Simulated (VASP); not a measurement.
ScAl3, 4 atoms in the cell. Symmetry: Pm-3m, No. 221, cubic system. The conventional cell has a = 4.035 Å, b = 4.035 Å, c = 4.035 Å, α = 90.00°, β = 90.00°, γ = 90.00°. Within 3.8 Å of Sc (site symmetry m-3m) lie 12 Al at 2.85 Å. Within 3.8 Å of Al (site symmetry 4/mmm) lie 4 Sc at 2.85 Å and 8 Al at 2.85 Å. 

```yaml
Program: VASP 6.6.1
Task: single point
Functional: PBE
Potentials_or_basis: VASP PAW PBE potentials, release 64 (Sc_sv, Al)
Cutoff: 520 eV
k_mesh: 7 × 7 × 7
Occupations: fermi-dirac, width 0.1 eV
Spin: no spin polarisation
Dipole_correction: no
Further_INCAR_settings: ALGO = Normal; EDIFF = 1e-07; NBANDS = 18
```

Potentials or basis: VASP PAW PBE potentials, release 64 (Sc_sv, Al).

The run is started by

```console
$ cat potpaw_PBE.64/Sc_sv/POTCAR potpaw_PBE.64/Al/POTCAR > POTCAR
$ mpirun -np 1 vasp_std > vasp.out
```

Hardware: 1 thread of Intel Xeon 8259CL (shared host).

Problem. Estimate the wall time of this run.

Solution. Wall time 48 s on 1 thread of Intel Xeon 8259CL (shared host), peak memory 0.17 GiB. Counts: scf iterations 14, k points 20.
